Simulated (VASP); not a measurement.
# MgTe in VASP: a series of runs

MgTe is run at these levels: PBE; tasks: single point.

All numbers are computed with VASP 6.6.1; they aren't measurements. Logs are shortened: lines on timing, memory, paths and dates and some standing lists are left out, and cuts for length are marked.

### 1 The cell of the first run

The cell holds a slab with vacuum, 6 atoms: a = 4.571 Å, b = 4.571 Å, c = 23.397 Å, α = 90.00°, β = 90.00°, γ = 120.00°.

### 2 Single point, PBE (last atom moved by 0.05 Å along z)

INCAR

```
SYSTEM = MgTe
GGA = PE ; LDIPOL = .True.
IDIPOL = 3 ; DIPOL = 0.5 0.5 0.500
ISMEAR = 1 ; SIGMA = 0.1
LWAVE = .False. ; LCHARG = .False.
ISIF = 0 ; PREC = Accurate
LASPH = .True. ; LREAL = .False.
ALGO = Normal ; EDIFF = 1E-6
NELM = 120 ; GGA_COMPAT = .False.
ENCUT = 260
```

KPOINTS

```
Automatic mesh
0
Gamma
  8 8 1
  0 0 0
```

POSCAR

```
MgTe
1.0
    4.5707365703      0.0000000000      0.0000000000
   -2.2853682852      3.9583739839      0.0000000000
    0.0000000000      0.0000000000     23.3969792595
Te Mg
3 3
Direct
    0.0000000000      0.0000000000      0.3205542000
    0.3333333300      0.6666666700      0.4800615800
    0.6666666700      0.3333333300      0.6395689500
    0.3333333300      0.6666666700      0.3604310500
    0.6666666700      0.3333333300      0.5199384200
    0.0000000000      0.0000000000      0.6815828300
```

Potentials or basis: VASP PAW PBE potentials, release 64 (Te, Mg).

Run with:

```
> cat potpaw_PBE.64/Te/POTCAR potpaw_PBE.64/Mg/POTCAR > POTCAR
> mpirun -np 1 vasp_std > vasp.out
```

OUTCAR:

```text
SYSTEM = MgTe
   GGA = PE
   ISMEAR = 1
   ISIF = 0
   PREC = Accurate
   LASPH = .True.
   LREAL = .False.
   EDIFF = 1E-6
   NELM = 120
   ENCUT = 260

 Found     10 irreducible k-points:

 Following reciprocal coordinates:
            Coordinates               Weight
  0.000000  0.000000  0.000000      1.000000
  0.125000  0.000000  0.000000      6.000000
  0.250000  0.000000  0.000000      6.000000
  0.375000  0.000000  0.000000      6.000000
  0.500000  0.000000  0.000000      3.000000
  0.125000  0.125000  0.000000      6.000000
   k-points           NKPTS =     10   k-points in BZ     NKDIM =     10   number of bands    NBANDS=     16
   number of dos      NEDOS =    301   number of ions     NIONS =      6
   total plane-waves  NPLWV =  72576
   dimension x,y,z NGX =    24 NGY =   24 NGZ =  126
   dimension x,y,z NGXF=    48 NGYF=   48 NGZF=  252
   ions per type =               3   3
   NGX,Y,Z   is equivalent  to a cutoff of   8.73,  8.73,  8.95 a.u.
   NGXF,Y,Z  is equivalent  to a cutoff of  17.46, 17.46, 17.91 a.u.
 SYSTEM =  MgTe
   PREC   = accura    normal or accurate (medium, high low for compatibility)
   ISTART =      0    job   : 0-new  1-cont  2-samecut
   ICHARG =      2    charge: 1-file 2-atom 10-const
   ISPIN  =      1    spin polarized calculation?
   LNONCOLLINEAR =      F non collinear calculations
   LSORBIT =      F    spin-orbit coupling
   LASPH  =      T    aspherical Exc in radial PAW
   ENCUT  =  260.0 eV  19.11 Ry    4.37 a.u.   6.01  6.01 30.76*2*pi/ulx,y,z
   NELM   =    120;   NELMIN=  2; NELMDL= -5     # of ELM steps
   EDIFF  = 0.1E-05   stopping-criterion for ELM
   LREAL  =      F    real-space projection
   EDIFFG = 0.1E-04   stopping-criterion for IOM
   NSW    =      0    number of steps for IOM
   IBRION =     -1    ionic relax: 0-MD 1-quasi-New 2-CG
   NFREE  =      0    steps in history (QN), initial steepest desc. (CG)
   ISIF   =      0    stress and relaxation
   ISYM   =      2    0-nonsym 1-usesym 2-fastsym
   POTIM  = 0.5000    time-step for ionic-motion
   TEBEG  =    0.0;   TEEND  =   0.0 temperature during run

   SCALEE = 1.0000    scale energy and forces
   PSTRESS=    0.0 pullay stress
   NELECT =      24.0000    total number of electrons
   NUPDOWN=      -1.0000    fix difference up-down
   EMIN   =  10.00;   EMAX   =-10.00  energy-range for DOS
   EFERMI =   0.00;   METHOD = LEGACY
   ISMEAR =     1;   SIGMA  =   0.10  broadening in eV -4-tet -1-fermi 0-gaus
   EFERMI_NEDOS =   21; number of points for ismear=-14 and -15
   IALGO  =     38    algorithm
   IMIX   =      4    mixing-type and parameters
     AMIX     =   0.40;   BMIX     =  1.00
     AMIX_MAG =   1.60;   BMIX_MAG =  1.00
  volume/ion in A,a.u.               =      70.55       476.11
  Fermi-wavevector in a.u.,A,eV,Ry     =   0.628914  1.188474  5.381544  0.395532
  Thomas-Fermi vector in A             =   1.691022
   LORBIT       =      0    0 simple, 1 ext, 2 COOP (PROOUT), +10 PAW based schemes
   GGA     = PE    functional components
   LHFCALC =     F    Hartree Fock is set to
   AEXX    =    0.0000 exact exchange contribution
   IVDW    =     0    specifies the selected vdW correction
   LEPSILON=     F    determine dielectric tensor
   LRPA    =     F    only Hartree local field effects (RPA)

   CSHIFT  =0.1000    complex shift for real part using Kramers Kronig

   OMEGAMAX=  -1.0    maximum frequency
 non-spin polarized calculation
 Methfessel and Paxton  Order N= 1 SIGMA  =   0.10
  energy-cutoff  :      260.00
  volume of cell :      423.31
 maximum number of plane-waves:      4062
   NGX = 13   NGY = 13   NGZ = 61

 number of electron      23.9999994 magnetization

 DIPCOR: dipole corrections for dipol
 direction  3 min pos     1,
 dipolmoment           0.000000      0.000000     -0.376344 electrons x Angstroem
 Tr[quadrupol]       -59.354636

 energy correction for charged system         0.000000 eV

 dipol+quadrupol energy correction           -0.030272 eV

 added-field ion interaction         -0.884489 eV  (added to PSCEN)

 Free energy of the ion-electron system (eV)
  ---------------------------------------------------
  ext. energy  EPLUGINS =         0.00000000
  ---------------------------------------------------
  free energy    TOTEN  =       -17.32041090 eV

  energy without entropy =      -17.32213545  energy(sigma->0) =      -17.32098575

 E-fermi :  -0.8486     XC(G=0):  -4.3694

 val. band max:       -0.8620977401   @ k =   0.1250   0.0000   0.0000
 cond. band min:      -0.8370910692   @ k =   0.1250   0.0000   0.0000
 fundamental gap:      0.0250066709
 Fermi energy:        -0.8485993562

 k-point     1 :       0.0000    0.0000    0.0000
  band No.  band energies     occupation
      1     -13.0585      2.00000
      2     -11.7221      2.00000
      3     -10.3412      2.00000
      4      -5.4879      2.00000
      5      -3.6830      2.00000
      6      -3.3453      2.00000
      7      -3.3453      2.00000
      8      -2.0413      2.00000
      9      -2.0413      2.00000
     10      -1.6024      2.00000
     11      -0.9145      1.88945
     12      -0.7354     -0.06793
     13      -0.7354     -0.06793
     14       0.4516     -0.00000
     15       1.3316      0.00000
     16       1.8810      0.00000

 k-point     2 :       0.1250    0.0000    0.0000
  band No.  band energies     occupation
      1     -13.0041      2.00000
      2     -11.6685      2.00000
      3     -10.2876      2.00000
      4      -5.4217      2.00000
      5      -4.0603      2.00000
      6      -3.4588      2.00000
      7      -3.4544      2.00000
      8      -2.6359      2.00000
      9      -2.1455      2.00000
     10      -1.3994      2.00000
     11      -1.2063      2.00001
     12      -0.8621      1.22617
     13      -0.8371      0.80664
     14       0.8701     -0.00000
     15       1.7126      0.00000
     16       2.0218      0.00000

 k-point     3 :       0.2500    0.0000    0.0000
  band No.  band energies     occupation
      1     -12.8649      2.00000
      2     -11.5319      2.00000
      3     -10.1508      2.00000
      4      -5.3300      2.00000
      5      -4.8741      2.00000
      6      -3.6889      2.00000
      7      -3.5073      2.00000
      8      -3.4323      2.00000
      9      -2.3722      2.00000
     10      -2.1138      2.00000
     11      -1.1146      2.00110
     12      -1.0594      2.01110
     13      -0.7729      0.04353
     14       0.9280     -0.00000
     15       1.7820      0.00000
     16       2.0818      0.00000

 k-point     4 :       0.3750    0.0000    0.0000
  band No.  band energies     occupation
      1     -12.7123      2.00000
      2     -11.3830      2.00000
      3     -10.0019      2.00000
      4      -5.7552      2.00000
      5      -5.0640      2.00000
      6      -4.0036      2.00000
      7      -3.8929      2.00000
      8      -3.5840      2.00000
      9      -2.5715      2.00000
     10      -2.5636      2.00000
     11      -1.2559      2.00000
     12      -1.0674      2.00832
     13      -0.6436     -0.01356
     14       0.4860     -0.00000
     15       1.4978      0.00000
     16       2.0585      0.00000

 k-point     5 :       0.5000    0.0000    0.0000
  band No.  band energies     occupation
      1     -12.6444      2.00000
      2     -11.3172      2.00000
      3      -9.9361      2.00000
      4      -6.0016      2.00000
      5      -5.1210      2.00000
      6      -4.0727      2.00000
      7      -3.9705      2.00000
      8      -3.7199      2.00000
      9      -2.6730      2.00000
     10      -2.6478      2.00000
     11      -1.3312      2.00000
     12      -1.0151      2.04022
     13      -0.6368     -0.01073
     14       0.2930     -0.00000
     15       1.4682      0.00000
     16       1.8195      0.00000

 k-point     6 :       0.1250    0.1250    0.0000
  band No.  band energies     occupation
      1     -12.9070      2.00000
      2     -11.5731      2.00000
      3     -10.1921      2.00000
      4      -5.3288      2.00000
      5      -4.6430      2.00000
      6      -3.7297      2.00000
      7      -3.4220      2.00000
      8      -3.2201      2.00000
      9      -2.4159      2.00000
     10      -1.8574      2.00000
     11      -1.1203      2.00083
     12      -1.0967      2.00252
     13      -0.7901      0.17346
     14       1.3642      0.00000
     15       1.8731      0.00000
     16       2.0031      0.00000

 [... further k-points ...]

------------------------ aborting loop because EDIFF is reached ----------------------------------------

 vacuum level on the upper side and lower side of the slab       (xc-potential included)        -2.082         1.790

 VOLUME and BASIS-vectors are now :
 -----------------------------------------------------------------------------
  energy-cutoff  :      260.00
  volume of cell :      423.31
      direct lattice vectors                 reciprocal lattice vectors
     4.570736570  0.000000000  0.000000000     0.218783118  0.126314492  0.000000000
    -2.285368285  3.958373984  0.000000000     0.000000000  0.252628985  0.000000000
     0.000000000  0.000000000 23.396979260     0.000000000  0.000000000  0.042740560

 POSITION                                       TOTAL-FORCE (eV/Angst)
 -----------------------------------------------------------------------------------
      0.00000      0.00000      7.50000         0.000000     -0.000000      0.083919
     -0.00000      2.63892     11.23199         0.000000     -0.000000      0.718481
      2.28537      1.31946     14.96398        -0.000000      0.000000      0.919283
     -0.00000      2.63892      8.43300         0.000000     -0.000000     -0.518410
      2.28537      1.31946     12.16499         0.000000     -0.000000     -0.742709
      0.00000      0.00000     15.94698         0.000000     -0.000000     -0.460563
 -----------------------------------------------------------------------------------
    total drift:                               -0.000002      0.000000      0.000048

  FREE ENERGIE OF THE ION-ELECTRON SYSTEM (eV)
  ---------------------------------------------------
  free  energy   TOTEN  =       -17.3204108956 eV

  energy  without entropy=      -17.3221354543  energy(sigma->0) =      -17.32098575

 vacuum level on the upper side and lower side of the slab         1.430         5.420
```

It took 52 s on 1 thread of AMD EPYC 9R45 (Zen 5), shared host; peak memory 0.22 GiB.

Results:

| Item | Value |
| --- | --- |
| Free energy | -17.3204 eV |
| Largest force | 0.919 eV/Å |
| Band gap on the k mesh | zero (bands 12 and 13 overlap by 0.10 eV) |

Forces on the atoms (eV/Å):
```
Te   0.000  0.000  0.084
Te   0.000  0.000  0.718
Te   0.000  0.000  0.919
Mg   0.000  0.000 -0.518
Mg   0.000  0.000 -0.743
Mg   0.000  0.000 -0.461
```

Caveat: the cell differs from its parent crystal (last atom moved by 0.05 Å along z); spin-orbit coupling is left out, which moves the levels of the heavy elements.

### 3 Single point, PBE (last atom moved by 0.05 Å along z)

INCAR

```
SYSTEM = MgTe
GGA = PE ; LDIPOL = .True.
IDIPOL = 3 ; DIPOL = 0.5 0.5 0.500
ISMEAR = 1 ; SIGMA = 0.05
LWAVE = .False. ; LCHARG = .False.
ISIF = 0 ; PREC = Accurate
LASPH = .True. ; LREAL = .False.
ALGO = Normal ; EDIFF = 1E-8
NELM = 120 ; GGA_COMPAT = .False.
ENCUT = 550
```

KPOINTS

```
Automatic mesh
0
Gamma
  13 13 1
  0 0 0
```

POSCAR is that of step 2.

Potentials or basis: VASP PAW PBE potentials, release 64 (Te, Mg).

Run with:

```
> cat potpaw_PBE.64/Te/POTCAR potpaw_PBE.64/Mg/POTCAR > POTCAR
> mpirun -np 1 vasp_std > vasp.out
```

Run time: 6.3 min. Hardware: 1 thread of AMD EPYC 9R45 (Zen 5), shared host; peak memory 0.59 GiB.

Results (log left out):

```
Free energy            : -17.3239 eV
Largest force          : 0.924 eV/Å
Band gap on the k mesh : zero (bands 12 and 13 overlap by 0.14 eV)
```

Forces in eV/Å, atoms in the order of the input:
```
Te   0.000  0.000  0.106
Te   0.000  0.000  0.718
Te   0.000  0.000  0.924
Mg   0.000  0.000 -0.536
Mg   0.000  0.000 -0.745
Mg   0.000  0.000 -0.466
```

Levels at points of the mesh, in eV from the Fermi level:
```
           k point  band 9  band 10  band 11  band 12  band 13  band 14  band 15  band 16
(0.00, 0.00, 0.00)   -1.19    -0.75    -0.06     0.14     0.14     1.30     2.18     2.72
```

Caveat: the cell differs from its parent crystal (last atom moved by 0.05 Å along z); spin-orbit coupling is left out, which moves the levels of the heavy elements.

The gap in the log of VASP goes by the Fermi energy; the results here count the filled bands.